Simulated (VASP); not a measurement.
Crystal: Fe.

```
CELL_PARAMETERS angstrom
-1.38080 1.38080 1.38080
1.38080 -1.38080 1.38080
1.38080 1.38080 -1.38080
ATOMIC_POSITIONS crystal
Fe 0.00000 0.00000 0.00000
```

Base run:

* Program: VASP 6.6.1
* Functional: PBE
* Potentials or basis: VASP PAW PBE potentials, release 64 (Fe)
* Cutoff: 600 eV
* k mesh: 16 × 16 × 16
* Occupations: methfessel-paxton, width 0.2 eV
* Spin: no spin polarisation

Its results: band gap on the k mesh zero (bands 4 and 5 overlap by 2.03 eV); pressure -1.7 GPa.

Q: The run is repeated on the same cell with these changes: occupations from methfessel-paxton, width 0.2 eV to gaussian, width 0.3 eV. What comes out?

A: Band gap on the k mesh zero (bands 4 and 5 overlap by 2.03 eV); pressure 0.0 GPa.

Caveats: the run has no spin polarisation, though such a crystal can be magnetic; so wide a smearing shifts energies and pressures (at least some runs).
